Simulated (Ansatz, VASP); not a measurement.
**NaI: VASP beside Ansatz**

The input INCAR:

```
SYSTEM = NaI
  PREC = Accurate
  ENCUT = 520
  EDIFF = 1E-7
  ISMEAR = -1
  SIGMA = 0.02
  LREAL = .FALSE.
  LASPH = .TRUE.
  NELM = 80
  ALGO = Normal
  ISIF = 2
  LWAVE = .FALSE.
  LCHARG = .TRUE.
  GGA = PE
  LELF = .TRUE.
  LVHAR = .TRUE.
  NBANDS = 14
```

KPOINTS

```
regular mesh
0
G
  6 6 6
  0 0 0
```

POSCAR

```
NaI
1.0
   -0.2121037079      3.4692723996      3.4692723996
    3.4692723996     -0.2121037079      3.4692723996
    3.4692723996      3.4692723996     -0.2121037079
Na I
1 1
Direct
   -0.0074217700     -0.0074217700     -0.0074217700
    0.2574217700      0.2574217700      0.2574217700
```

Input for Ansatz:

```yaml
crystal:
  lattice:
    - [-0.2121037079, 3.4692723996, 3.4692723996]
    - [3.4692723996, -0.2121037079, 3.4692723996]
    - [3.4692723996, 3.4692723996, -0.2121037079]
  atoms:
    - { symbol: Na, position: [-0.00742177, -0.00742177, -0.00742177] }
    - { symbol: I, position: [0.25742177, 0.25742177, 0.25742177] }
kpoints:
  mp_grid: { grid: [6, 6, 6] }
  band_path:
    path:
      - [0.0, 0.0, 0.0]
      - [-0.5, -0.5, 0.0]
      - [-0.375, -0.375, 0.25]
      - [-0.375, 0.0, 0.375]
      - [0.0, 0.0, 0.5]
      - [-0.5, -0.25, 0.25]
    npoints: 1
hamiltonian:
  xc: pbe
scf:
  occupations: { method: fermi_dirac, width: 0.02 }
  n_extra_bands: 4
output:
  forces: true
  stress: true
  eigenvalues: true
```

Change from the starting cell: epitaxial_111 strain +3.9%.

Alike in both runs: task single point; functional PBE; k mesh 6 × 6 × 6; occupations fermi-dirac, width 0.02 eV; no spin polarisation.

|  | VASP | Ansatz |
| --- | --- | --- |
| version | VASP 6.6.1 | Ansatz 0.2.0 |
| potentials or method | VASP PAW PBE potentials, release 64 (Na_pv, I) | plane waves, PAW |
| plane-wave cutoff (eV) | 520 | 420 |
| valence electrons in the cell | 14 | 26 |

```csv
,VASP,Ansatz,Ansatz less VASP
gap on the k mesh at the Fermi level (eV),3.59,3.59,+0.003
pressure (GPa),0.0,0.0,-0.01
"traceless stress, the component that is largest in VASP (GPa)",0.16,0.16,0.000
```

VASP's potentials hold 14 valence electrons a cell and Ansatz's 26, so a difference there can come from the potentials and not from the codes.

Neither program's run includes spin-orbit coupling.
